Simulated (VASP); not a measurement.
## HfB2: single point with r2SCAN

The system is HfB2.

```
Hf B
1.0
     3.15043    0.00000    0.00000
    -1.57522    2.72835    0.00000
     0.00000    0.00000    3.49156
Hf B
1 2
Direct
  0.00000 0.00000 0.00000
  0.33333 0.66667 0.50000
  0.66667 0.33333 0.50000
```

```
Program                : VASP 6.6.1
Task                   : single point
Functional             : r2SCAN
Potentials or basis    : VASP PAW PBE potentials, release 64 (Hf_pv, B)
Cutoff                 : 520 eV
k mesh                 : 10 × 10 × 8
Occupations            : methfessel-paxton, width 0.1 eV
Spin                   : no spin polarisation
Dipole correction      : no
Further INCAR settings : ALGO = Normal; EDIFF = 1e-06; NBANDS = 15
```

* Pressure: -3.7 GPa
* Band gap on the k mesh: zero (bands 8 and 9 overlap by 0.86 eV)

Stress tensor (GPa, compression positive):
```
-4.28  0.00  0.00
 0.00 -4.28  0.00
 0.00  0.00 -2.68
```

Levels at points of the mesh, in eV from the Fermi level:
| k point | band 5 | band 6 | band 7 | band 8 | band 9 | band 10 | band 11 | band 12 |
| --- | --- | --- | --- | --- | --- | --- | --- | --- |
| (0.00, 0.00, 0.00) | -2.97 | -2.96 | -2.91 | -2.91 | 4.30 | 4.30 | 5.00 | 5.00 |
| (0.50, 0.00, 0.00) | -9.69 | -4.21 | -3.56 | -2.83 | 2.27 | 2.96 | 5.90 | 6.00 |
| (0.00, 0.00, 0.50) | -8.70 | -1.15 | -1.15 | 0.46 | 0.46 | 1.19 | 1.19 | 2.50 |
| (0.50, 0.00, 0.50) | -7.96 | -5.10 | -4.82 | -2.93 | 4.17 | 4.49 | 6.52 | 7.49 |

Run time: 2.5 min on 1 thread of Intel Xeon 8259CL, on a shared host, peak memory 0.17 GiB.

Caveat: the cell stands under tension; the PAW data sets were made with another functional, which shifts forces and pressure a little; spin-orbit coupling is left out, which moves the levels of the heavy elements.
